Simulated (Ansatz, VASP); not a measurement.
ZnOsC6N6: VASP beside Ansatz

The input INCAR:

```
PREC = Accurate
ENCUT = 520
EDIFF = 1E-6
ISMEAR = 0
SIGMA = 0.1
LREAL = F
LASPH = T
NELM = 150
ALGO = Normal
ISIF = 2
LWAVE = F
LCHARG = T
ISPIN = 2
MAGMOM = 0 1 0 0 0 0 0 0 0 0 0 0 0 0
LORBIT = 11
LMAXMIX = 4
GGA = PE
LELF = T
LVHAR = T
NBANDS = 54
```

File KPOINTS:

```
Automatic mesh
0
Gamma
  4 4 4
```

Contents of POSCAR:

```
ZnOsC6N6
1.0
    0.0000000000      5.0735000000      5.0735000000
    5.0735000000      0.0000000000      5.0735000000
    5.0735000000      5.0735000000      0.0000000000
Zn Os C N
1 1 6 6
Direct
    0.5000000000      0.5000000000      0.5000000000
    0.0000000000      0.0000000000      0.0000000000
    0.8131467400      0.1868532600      0.1868532600
    0.1868532600      0.8131467400      0.1868532600
    0.1868532600      0.1868532600      0.8131467400
    0.1868532600      0.8131467400      0.8131467400
    0.8131467400      0.1868532600      0.8131467400
    0.8131467400      0.8131467400      0.1868532600
    0.6978417300      0.3021582700      0.3021582700
    0.3021582700      0.6978417300      0.3021582700
    0.3021582700      0.3021582700      0.6978417300
    0.3021582700      0.6978417300      0.6978417300
    0.6978417300      0.3021582700      0.6978417300
    0.6978417300      0.6978417300      0.3021582700
```

Input for Ansatz:

```yaml
crystal:
  lattice:
    - [0.0, 5.0735, 5.0735]
    - [5.0735, 0.0, 5.0735]
    - [5.0735, 5.0735, 0.0]
  atoms:
    - { symbol: Zn, position: [0.5, 0.5, 0.5] }
    - { symbol: Os, position: [0.0, 0.0, 0.0], spin: 1.0 }
    - { symbol: C, position: [0.81314674, 0.18685326, 0.18685326] }
    - { symbol: C, position: [0.18685326, 0.81314674, 0.18685326] }
    - { symbol: C, position: [0.18685326, 0.18685326, 0.81314674] }
    - { symbol: C, position: [0.18685326, 0.81314674, 0.81314674] }
    - { symbol: C, position: [0.81314674, 0.18685326, 0.81314674] }
    - { symbol: C, position: [0.81314674, 0.81314674, 0.18685326] }
    - { symbol: "N", position: [0.69784173, 0.30215827, 0.30215827] }
    - { symbol: "N", position: [0.30215827, 0.69784173, 0.30215827] }
    - { symbol: "N", position: [0.30215827, 0.30215827, 0.69784173] }
    - { symbol: "N", position: [0.30215827, 0.69784173, 0.69784173] }
    - { symbol: "N", position: [0.69784173, 0.30215827, 0.69784173] }
    - { symbol: "N", position: [0.69784173, 0.69784173, 0.30215827] }
basis:
  ecutwfc: 420
kpoints:
  mp_grid: { grid: [4, 4, 4] }
hamiltonian:
  xc: pbe
scf:
  occupations: { method: gaussian, width: 0.1 }
  lower_state_search: "off"
output:
  forces: true
  stress: true
  eigenvalues: true
  populations: true
magnetization:
  spin_polarized: true
```

Alike in both runs: task single point; functional PBE; k mesh 4 × 4 × 4; occupations gaussian, width 0.1 eV; collinear spin.

|  | VASP | Ansatz |
| --- | --- | --- |
| version | VASP 6.6.1 | Ansatz 0.2.0 |
| potentials or method | VASP PAW PBE potentials, release 64 (Zn, Os, C, N), cutoff 520 eV | scalar-relativistic, plane waves, PAW |
| valence electrons in the cell | 74 | 82 |

```tsv
	VASP	Ansatz	Ansatz less VASP
gap on the k mesh at the Fermi level (eV)	none	none	-
pressure (GPa)	13.9	13.4	-0.49
rms of the force components (eV/Å)	1.189	1.372	+0.1826
net moment per atom (μB)	0.00	0.14	+0.142
size of the moment on the site where the two differ most (μB)	0.00	0.51	+0.506
```

The net moments are unlike, so the other rows may belong to different states. Site moments also hang on the region over which each program counts them. Atom by atom the forces differ by 0.250 eV/Å (rms over components). A gap of «none» marks a metal or a gap that the smearing closes. VASP's potentials hold 74 valence electrons a cell and Ansatz's 82, so a difference there can come from the potentials and not from the codes.

Neither program's run includes spin-orbit coupling. Noted on VASP's run: the standard files for N, O and F lose accuracy on very short bonds.
